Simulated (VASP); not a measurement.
# Hf2SnTe2 (I4/mmm) in VASP: notebook, part 2 of 3

VASP 6.6.1. Earlier steps stand in the parts before.

### 3 Single point, PBE

This run uses another cell than the first one, of 22.50 Å³/atom.

INCAR reads:

```
SYSTEM = Hf2SnTe2
ALGO = Normal
EDIFF = 1E-7
ENCUT = 520
GGA = PE
ISIF = 2
ISMEAR = 0
LASPH = .True.
LCHARG = .True.
LELF = .True.
LREAL = .False.
LVHAR = .True.
LWAVE = .False.
NBANDS = 31
NELM = 80
PREC = Accurate
SIGMA = 0.1
```

KPOINTS reads:

```
k-points
0
Gamma
  6 6 6
  0 0 0
```

POSCAR reads:

```
Hf2SnTe2
1.0
   -2.2706866000      2.2706866000      5.4543594400
    2.2706866000     -2.2706866000      5.4543594400
    2.2706866000      2.2706866000     -5.4543594400
Hf Sn Te
2 1 2
Direct
    0.7500000000      0.2500000000      0.5000000000
    0.2500000000      0.7500000000      0.5000000000
    0.0000000000      0.0000000000      0.0000000000
    0.3750000000      0.3750000000      0.0000000000
    0.6250000000      0.6250000000      0.0000000000
```

Potentials or basis: VASP PAW PBE potentials, release 64 (Hf_pv, Sn_d, Te).

Launch:

```
> cat potpaw_PBE.64/Hf_pv/POTCAR potpaw_PBE.64/Sn_d/POTCAR potpaw_PBE.64/Te/POTCAR > POTCAR
> mpirun -np 1 vasp_std > vasp.out
```

OUTCAR:

```text
SYSTEM = Hf2SnTe2
   EDIFF = 1E-7
   ENCUT = 520
   GGA = PE
   ISIF = 2
   ISMEAR = 0
   LASPH = .True.
   LREAL = .False.
   NELM = 80
   PREC = Accurate

 ion  position               nearest neighbor table
   1  0.750  0.250  0.500-   4 2.65   5 2.65   4 2.65   5 2.65   2 3.21   2 3.21   2 3.21   2 3.21
                             3 3.55   3 3.55   3 3.55   3 3.55
   2  0.250  0.750  0.500-   4 2.65   5 2.65   4 2.65   5 2.65   1 3.21   1 3.21   1 3.21   1 3.21
                             3 3.55   3 3.55   3 3.55   3 3.55
   3  0.000  0.000  0.000-   5 3.49   5 3.49   5 3.49   4 3.49   5 3.49   4 3.49   4 3.49   4 3.49
                             1 3.55   2 3.55   1 3.55   2 3.55   1 3.55   1 3.55   2 3.55   2 3.55
   4  0.375  0.375  0.000-   2 2.65   1 2.65   1 2.65   2 2.65   5 2.73   3 3.49   3 3.49   3 3.49
                             3 3.49
   5  0.625  0.625  0.000-   2 2.65   1 2.65   1 2.65   2 2.65   4 2.73   3 3.49   3 3.49   3 3.49
                             3 3.49

  LATTYP: Found a body centered tetragonal cell.
 ALAT       =     4.5413732000
 C/A-ratio  =     2.4020749671

  Lattice vectors:

 A1 = (  -2.2706866000,   2.2706866000,   5.4543594400)
 A2 = (   2.2706866000,  -2.2706866000,   5.4543594400)
 A3 = (   2.2706866000,   2.2706866000,  -5.4543594400)

Analysis of symmetry for initial positions (statically):
[... 177 lines left out ...]
  energy without entropy =      -28.42872914  energy(sigma->0) =      -28.43379204

 E-fermi :   8.8269     XC(G=0): -11.0578

 val. band max:        8.8090933328   @ k =  -0.3333   0.3333   0.0000
 cond. band min:       8.8564383455   @ k =  -0.1667  -0.3333   0.1667
 fundamental gap:      0.0473450126
 Fermi energy:         8.8269420157

 k-point     1 :       0.0000    0.0000    0.0000
  band No.  band energies     occupation
      1     -22.2749      2.00000
      2     -22.2612      2.00000
      3     -22.2612      2.00000
      4     -22.1519      2.00000
      5     -21.8909      2.00000
      6     -21.8909      2.00000
[... 805 lines left out ...]
     30      12.3592      0.00000
     31      12.8972      0.00000

 [... further k-points ...]
[... 5 lines left out ...]
  --------------------------------------------------------------------------------------
  -------------------------------------------------------------------------------------
  Total       18.6092580     18.6092580     12.5275037      0.0000000      0.0000000      0.0000000
  in kB      265.0461490    265.0461490    178.4255240      0.0000000      0.0000000      0.0000000
  external PRESSURE =     236.1726074 kB  Pullay stress =       0.0000000 kB

 VOLUME and BASIS-vectors are now :
 -----------------------------------------------------------------------------
  energy-cutoff  :      520.00
  volume of cell :      112.49
      direct lattice vectors                 reciprocal lattice vectors
    -2.270686600  2.270686600  5.454359440     0.000000000  0.220197715  0.091669793
     2.270686600 -2.270686600  5.454359440     0.220197715  0.000000000  0.091669793
     2.270686600  2.270686600 -5.454359440     0.220197715  0.220197715  0.000000000

 POSITION                                       TOTAL-FORCE (eV/Angst)
 -----------------------------------------------------------------------------------
     -0.00000      2.27069      2.72718        -0.000000     -0.000000     -0.000000
      2.27069     -0.00000      2.72718        -0.000000     -0.000000     -0.000000
      0.00000      0.00000      0.00000        -0.000000     -0.000000     -0.000000
      0.00000      0.00000      4.09077         0.000000      0.000000      0.510094
      0.00000      0.00000      6.81795         0.000000      0.000000     -0.510094
 -----------------------------------------------------------------------------------
    total drift:                                0.000000     -0.000000      0.000000

  FREE ENERGIE OF THE ION-ELECTRON SYSTEM (eV)
  ---------------------------------------------------
  free  energy   TOTEN  =       -28.4388549339 eV

  energy  without entropy=      -28.4287291362  energy(sigma->0) =      -28.43379204
```

Run time: 94 s. Hardware: 1 thread of Intel Xeon 6975P-C (Granite Rapids), shared host; peak memory 0.38 GiB.

Results:

* Free energy: -28.4389 eV
* Pressure: 23.6 GPa
* Largest force: 0.510 eV/Å
* Band gap on the k mesh: zero (bands 23 and 24 overlap by 1.47 eV)

Forces in eV/Å, atoms in the order of the input:
```
Hf   0.000  0.000  0.000
Hf   0.000  0.000  0.000
Sn   0.000  0.000  0.000
Te   0.000  0.000  0.510
Te   0.000  0.000 -0.510
```

Levels at points of the mesh, in eV from the Fermi level:
```
           k point  band 20  band 21  band 22  band 23  band 24  band 25  band 26  band 27
(0.00, 0.00, 0.00)    -3.29    -2.15     0.45     1.13     1.89     1.89     1.93     1.93
(0.50, 0.00, 0.00)    -2.37    -1.38    -1.31    -0.77    -0.34     0.99     1.12     1.26
(0.50, 0.50, 0.00)    -3.18    -2.02    -0.48    -0.37     0.31     0.41     1.38     2.24
(0.50, 0.50, 0.50)    -3.44    -2.13    -1.24    -0.73     0.55     0.55     1.70     3.30
```

Caveat: the cell stands under pressure; spin-orbit coupling is left out, which moves the levels of the heavy elements.

### 4 Relaxation of cell and atoms, PBE

This run uses another cell than the first one, of 22.50 Å³/atom.

INCAR reads:

```
  PREC = Accurate
  ENCUT = 600
  EDIFF = 1E-6
  ISMEAR = 0
  SIGMA = 0.1
  LREAL = False
  LASPH = True
  NELM = 60
  ALGO = Fast
  ISIF = 3
  LWAVE = False
  LCHARG = False
  GGA = PE
  IBRION = 2
  NSW = 90
  EDIFFG = -0.04
```

KPOINTS reads:

```
Automatic mesh
0
Gamma
  6 6 6
```

POSCAR is that of step 3.

Potentials or basis: VASP PAW PBE potentials, release 64 (Hf_pv, Sn_d, Te).

Launch:

```
> cat potpaw_PBE.64/Hf_pv/POTCAR potpaw_PBE.64/Sn_d/POTCAR potpaw_PBE.64/Te/POTCAR > POTCAR
> mpirun -np 1 vasp_std > vasp.out
```

OUTCAR:

```text
PREC = Accurate
   ENCUT = 600
   EDIFF = 1E-6
   ISMEAR = 0
   LREAL = False
   LASPH = True
   NELM = 60
   ISIF = 3
   GGA = PE
   IBRION = 2
   NSW = 90
   EDIFFG = -0.04

 ion  position               nearest neighbor table
   1  0.750  0.250  0.500-   4 2.65   5 2.65   4 2.65   5 2.65   2 3.21   2 3.21   2 3.21   2 3.21
                             3 3.55   3 3.55   3 3.55   3 3.55
   2  0.250  0.750  0.500-   4 2.65   5 2.65   4 2.65   5 2.65   1 3.21   1 3.21   1 3.21   1 3.21
                             3 3.55   3 3.55   3 3.55   3 3.55
   3  0.000  0.000  0.000-   5 3.49   5 3.49   5 3.49   4 3.49   5 3.49   4 3.49   4 3.49   4 3.49
                             1 3.55   2 3.55   1 3.55   2 3.55   1 3.55   1 3.55   2 3.55   2 3.55
   4  0.375  0.375  0.000-   2 2.65   1 2.65   1 2.65   2 2.65   5 2.73   3 3.49   3 3.49   3 3.49
                             3 3.49
   5  0.625  0.625  0.000-   2 2.65   1 2.65   1 2.65   2 2.65   4 2.73   3 3.49   3 3.49   3 3.49
                             3 3.49

  LATTYP: Found a body centered tetragonal cell.
 ALAT       =     4.5413732000
 C/A-ratio  =     2.4020749671

  Lattice vectors:

 A1 = (  -2.2706866000,   2.2706866000,   5.4543594400)
 A2 = (   2.2706866000,  -2.2706866000,   5.4543594400)
 A3 = (   2.2706866000,   2.2706866000,  -5.4543594400)

Analysis of symmetry for initial positions (statically):
=====================================================================
 Subroutine PRICEL returns:
 Original cell was already a primitive cell.

 Routine SETGRP: Setting up the symmetry group for a
 body centered tetragonal supercell.

 Subroutine GETGRP returns: Found 16 space group operations
 (whereof 16 operations were pure point group operations)
 out of a pool of 16 trial point group operations.

The static configuration has the point symmetry D_4h.

Analysis of symmetry for dynamics (positions and initial velocities):
=====================================================================
 Subroutine PRICEL returns:
 Original cell was already a primitive cell.

 Routine SETGRP: Setting up the symmetry group for a
 body centered tetragonal supercell.

 Subroutine GETGRP returns: Found 16 space group operations
 (whereof 16 operations were pure point group operations)
 out of a pool of 16 trial point group operations.

The dynamic configuration has the point symmetry D_4h.

 Subroutine INISYM returns: Found 16 space group operations
 (whereof 16 operations are pure point group operations),
 and found     1 'primitive' translations

----------------------------------------------------------------------------------------

                                     Primitive cell

  volume of cell :     112.4911

  direct lattice vectors                    reciprocal lattice vectors
    -2.270686600  2.270686600  5.454359440     0.000000000  0.220197715  0.091669793
     2.270686600 -2.270686600  5.454359440     0.220197715  0.000000000  0.091669793
     2.270686600  2.270686600 -5.454359440     0.220197715  0.220197715  0.000000000

  length of vectors
     6.329460654  6.329460654  6.329460654     0.238517053  0.238517053  0.311406594

  position of ions in fractional coordinates (direct lattice)
     0.750000000  0.250000000  0.500000000
     0.250000000  0.750000000  0.500000000
     0.000000000  0.000000000  0.000000000
     0.375000000  0.375000000  0.000000000
     0.625000000  0.625000000  0.000000000

[... 30 lines left out ...]
 ===========================================

 Found     30 irreducible k-points:

 Following reciprocal coordinates:
            Coordinates               Weight
  0.000000  0.000000  0.000000      1.000000
  0.166667  0.000000 -0.000000      8.000000
  0.333333  0.000000 -0.000000      8.000000
  0.500000  0.000000 -0.000000      4.000000
  0.166667  0.166667 -0.000000      8.000000
  0.333333  0.166667 -0.000000     16.000000
[... 16 lines left out ...]
 -0.333333 -0.333333  0.166667      8.000000
 -0.166667 -0.333333  0.166667      8.000000
 [... further k-points ...]
   k-points           NKPTS =     30   k-points in BZ     NKDIM =     30   number of bands    NBANDS=     27
   number of dos      NEDOS =    301   number of ions     NIONS =      5
   total plane-waves  NPLWV = 157464
   dimension x,y,z NGX =    54 NGY =   54 NGZ =   54
   dimension x,y,z NGXF=   108 NGYF=  108 NGZF=  108
   ions per type =               2   1   2
   NGX,Y,Z   is equivalent  to a cutoff of  14.18, 14.18, 14.18 a.u.
   NGXF,Y,Z  is equivalent  to a cutoff of  28.37, 28.37, 28.37 a.u.
 SYSTEM =  unknown system
   PREC   = accura    normal or accurate (medium, high low for compatibility)
   ISTART =      0    job   : 0-new  1-cont  2-samecut
   ICHARG =      2    charge: 1-file 2-atom 10-const
   ISPIN  =      1    spin polarized calculation?
   LNONCOLLINEAR =      F non collinear calculations
   LSORBIT =      F    spin-orbit coupling
   LASPH  =      T    aspherical Exc in radial PAW
   ENCUT  =  600.0 eV  44.10 Ry    6.64 a.u.  12.64 12.64 12.64*2*pi/ulx,y,z
   NELM   =     60;   NELMIN=  2; NELMDL= -5     # of ELM steps
   EDIFF  = 0.1E-05   stopping-criterion for ELM
   LREAL  =      F    real-space projection
   EDIFFG = -.4E-01   stopping-criterion for IOM
   NSW    =     90    number of steps for IOM
   IBRION =      2    ionic relax: 0-MD 1-quasi-New 2-CG
   NFREE  =      1    steps in history (QN), initial steepest desc. (CG)
   ISIF   =      3    stress and relaxation
   ISYM   =      2    0-nonsym 1-usesym 2-fastsym
   POTIM  = 0.5000    time-step for ionic-motion
   TEBEG  =    0.0;   TEEND  =   0.0 temperature during run
   PSTRESS=    0.0 pullay stress
   NELECT =      46.0000    total number of electrons
   NUPDOWN=      -1.0000    fix difference up-down
   EMIN   =  10.00;   EMAX   =-10.00  energy-range for DOS
   EFERMI =   0.00;   METHOD = LEGACY
   ISMEAR =     0;   SIGMA  =   0.10  broadening in eV -4-tet -1-fermi 0-gaus
   EFERMI_NEDOS =   21; number of points for ismear=-14 and -15
   IALGO  =     68    algorithm
   IMIX   =      4    mixing-type and parameters
     AMIX     =   0.40;   BMIX     =  1.00
     AMIX_MAG =   1.60;   BMIX_MAG =  1.00
  volume/ion in A,a.u.               =      22.50       151.83
  Fermi-wavevector in a.u.,A,eV,Ry     =   1.215126  2.296256 20.089434  1.476532
  Thomas-Fermi vector in A             =   2.350523
   LORBIT       =      0    0 simple, 1 ext, 2 COOP (PROOUT), +10 PAW based schemes
   GGA     = PE    functional components
   LHFCALC =     F    Hartree Fock is set to
   AEXX    =    0.0000 exact exchange contribution
   IVDW    =     0    specifies the selected vdW correction
   LEPSILON=     F    determine dielectric tensor
   LRPA    =     F    only Hartree local field effects (RPA)
 conjugate gradient relaxation of ions
 non-spin polarized calculation
 RMM-DIIS sequential band-by-band and
 Gauss-broadening in eV      SIGMA  =   0.10
  energy-cutoff  :      600.00
  volume of cell :      112.49
 maximum number of plane-waves:      3773
 NGX is ok and might be reduce to    54
   NGX = 25   NGY = 25   NGZ = 25

--------------------------------------- Ionic step        1  -------------------------------------------

 number of electron      46.0000002 magnetization

 Free energy of the ion-electron system (eV)
  ---------------------------------------------------
  ext. energy  EPLUGINS =         0.00000000
  ---------------------------------------------------
  free energy    TOTEN  =       -28.43964698 eV

  energy without entropy =      -28.42952144  energy(sigma->0) =      -28.43458421

------------------------ aborting loop because EDIFF is reached ----------------------------------------

  FORCE on cell =-STRESS in cart. coord.  units (eV):
  Direction    XX          YY          ZZ          XY          YZ          ZX
  --------------------------------------------------------------------------------------
  -------------------------------------------------------------------------------------
  Total       18.6146927     18.6146927     12.5302278      0.0000000      0.0000000     -0.0000000
  in kB      265.1235549    265.1235549    178.4643227      0.0000000      0.0000000     -0.0000000
  external PRESSURE =     236.2371442 kB  Pullay stress =       0.0000000 kB
[... 1557 lines left out ...]
     26       7.4523      0.00000
     27       7.7592      0.00000

 [... further k-points ...]

[... ionic steps 4 to 12 ...]

--------------------------------------- Ionic step       13  -------------------------------------------

 number of electron      46.0000003 magnetization

------------------------ aborting loop because EDIFF is reached ----------------------------------------
[... 73 lines left out ...]
--------------------------------------- Ionic step       15  -------------------------------------------

 number of electron      46.0000003 magnetization

 Free energy of the ion-electron system (eV)
  ---------------------------------------------------
  ext. energy  EPLUGINS =         0.00000000
  ---------------------------------------------------
  free energy    TOTEN  =       -30.42314894 eV

  energy without entropy =      -30.40775429  energy(sigma->0) =      -30.41545162

 E-fermi :   6.4945     XC(G=0): -10.0738

 val. band max:        6.4766030322   @ k =   0.5000   0.5000   0.3333
 cond. band min:       6.4949990595   @ k =  -0.3333   0.1667   0.0000
 fundamental gap:      0.0183960273
 Fermi energy:         6.4945128113
[... 752 lines left out ...]
  FREE ENERGIE OF THE ION-ELECTRON SYSTEM (eV)
  ---------------------------------------------------
  free  energy   TOTEN  =       -30.4231489408 eV

  energy  without entropy=      -30.4077542914  energy(sigma->0) =      -30.41545162

 reached required accuracy - stopping structural energy minimisation
```

It took 36 min on 1 thread of Intel Xeon 6975P-C (Granite Rapids), shared host; peak memory 0.53 GiB.

What came out:

* Free energy: -30.4231 eV
* Relaxed volume: 27.83 Å³/atom
* Relaxed cell: a = 6.395 Å, b = 6.395 Å, c = 6.395 Å, α = 132.59°, β = 132.59°, γ = 69.31°
* Space group after relaxing (to 0.1 Å): I4/mmm (No. 139)
* Energy gained by relaxing: 396.7 meV/atom
* Ionic steps: 15
* Pressure after relaxing: 0.0 GPa
* Largest force after relaxing: 0.027 eV/Å
* Band gap on the k mesh: zero (bands 23 and 24 overlap by 1.17 eV)

Forces on the atoms (eV/Å):
```
Hf   0.000  0.000  0.000
Hf   0.000  0.000  0.000
Sn   0.000  0.000  0.000
Te   0.000  0.000  0.027
Te   0.000  0.000 -0.027
```

The path:
```tsv
step	energy change (eV)	largest force (eV/Å)	pressure (GPa)	volume (Å³)
1	0.0000	0.5094	23.62	112.49
2	-0.0229	2.7829	-9.84	175.45
3	-1.5791	1.8715	-0.37	138.85
4	-1.5817	1.8229	0.11	137.91
5	-1.5819	1.7941	0.40	137.37
6	-1.7688	0.6730	0.07	140.48
7	-1.8034	0.0811	-0.02	142.62
8	-1.8566	0.1496	-0.55	143.14
9	-1.9426	0.3669	-2.17	144.22
10	-1.9651	0.2623	-1.58	142.59
11	-1.9798	0.1089	-0.68	140.28
12	-1.9806	0.0619	-0.42	139.64
13	-1.9806	0.0539	-0.38	139.53
14	-1.9822	0.0254	-0.23	139.39
15	-1.9835	0.0271	0.04	139.14
```

Final structure:
```yaml
crystal:
  lattice:
    - [-2.57137, 2.57137, 5.26098]
    - [2.57137, -2.57137, 5.26098]
    - [2.57137, 2.57137, -5.26098]
  atoms:
    - { symbol: Hf, position: [0.75000, 0.25000, 0.50000] }
    - { symbol: Hf, position: [0.25000, 0.75000, 0.50000] }
    - { symbol: Sn, position: [0.00000, 0.00000, 0.00000] }
    - { symbol: Te, position: [0.35501, 0.35501, 0.00000] }
    - { symbol: Te, position: [0.64499, 0.64499, 0.00000] }
```

Levels at points of the mesh, in eV from the Fermi level:
```csv
k point,band 21,band 22,band 23,band 24,band 25,band 26
"(0.00, 0.00, 0.00)",-1.75,0.56,0.79,0.79,1.24,1.41
"(0.50, 0.00, 0.00)",-1.27,-0.92,-0.91,-0.36,0.66,1.57
"(0.50, 0.50, 0.00)",-1.27,-1.16,0.50,0.80,0.99,1.37
"(0.50, 0.50, 0.50)",-1.70,-0.74,-0.67,0.11,0.11,1.58
```

Caveat: the volume moved by over 15 % at a fixed basis, so the end points are rough; spin-orbit coupling is left out, which moves the levels of the heavy elements.

[end of part 2 of 3]
